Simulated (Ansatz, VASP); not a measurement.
**Two plane-wave programs on Sc2TiTe3**

```
CELL_PARAMETERS angstrom
4.12625 0.00000 0.00000
-2.06312 3.57344 0.00000
0.00000 0.00000 10.00332
ATOMIC_POSITIONS crystal
Sc 0.33333 0.66667 0.82486
Sc 0.66667 0.33333 0.17514
Ti 0.00000 0.00000 0.50000
Te 0.66667 0.33333 0.65577
Te 0.00000 0.00000 0.00000
Te 0.33333 0.66667 0.34423
```

Alike in both runs: functional PBE; k mesh 6 × 6 × 2; occupations gaussian, width 0.1 eV; no spin polarisation.

Ansatz relaxed the structure, and its values are those at the end. VASP's run is a single point on that final structure, the one shown.

|  | VASP | Ansatz |
| --- | --- | --- |
| version | VASP 6.6.1 | Ansatz 0.2.0 |
| potentials or method | VASP PAW PBE potentials, release 64 (Sc_sv, Ti_sv, Te), cutoff 520 eV | scalar-relativistic, plane waves, PAW |
| valence electrons in the cell | 52 | 82 |

|  | VASP | Ansatz | Ansatz less VASP |
| --- | --- | --- | --- |
| gap on the k mesh at the Fermi level (eV) | none | none | - |
| pressure (GPa) | 0.0 | 0.0 | -0.07 |

A gap of «none» marks a metal or a gap that the smearing closes. VASP's potentials hold 52 valence electrons a cell and Ansatz's 82, so a difference there can come from the potentials and not from the codes.

Neither program's run includes spin-orbit coupling.
